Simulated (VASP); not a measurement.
Here is a VASP 6.6.1 calculation.

INCAR

```
SYSTEM = KCl
ALGO = Normal ; EDIFF = 1E-6
ENCUT = 520 ; GGA = CA
ISIF = 2 ; ISMEAR = -1
LASPH = .True. ; LCHARG = .True.
LELF = .True. ; LREAL = .False.
LVHAR = .True. ; LWAVE = .False.
NBANDS = 15 ; NELM = 80
PREC = Accurate ; SIGMA = 0.03
```

The input KPOINTS:

```
k-points
0
Gamma
  7 7 7
  0 0 0
```

Contents of POSCAR:

```
KCl
1.0
    0.0946830000      3.2034415000      3.2034415000
    3.2034415000      0.0946830000      3.2034415000
    3.2034415000      3.2034415000      0.0946830000
K Cl
1 1
Direct
    0.0000000000      0.0000000000      0.0000000000
    0.5000000000      0.5000000000      0.5000000000
```

Potentials or basis: VASP PAW LDA potentials, release 64 (K_sv, Cl).

Launch:

```bash
$ cat potpaw_LDA.64/K_sv/POTCAR potpaw_LDA.64/Cl/POTCAR > POTCAR
$ mpirun -np 1 vasp_std > vasp.out
```

Q: Estimate the pressure.

A: -2.1 GPa.

Q: Estimate the band gap on the k mesh.

A: 4.68 eV, direct.

Stress tensor (GPa, compression positive):
```
-2.06 -0.24 -0.24
-0.24 -2.06 -0.24
-0.24 -0.24 -2.06
```

Caveat: the cell differs from its parent crystal (equal xy, yz and zx shear strains of +3 %). A k mesh can miss the band edges.
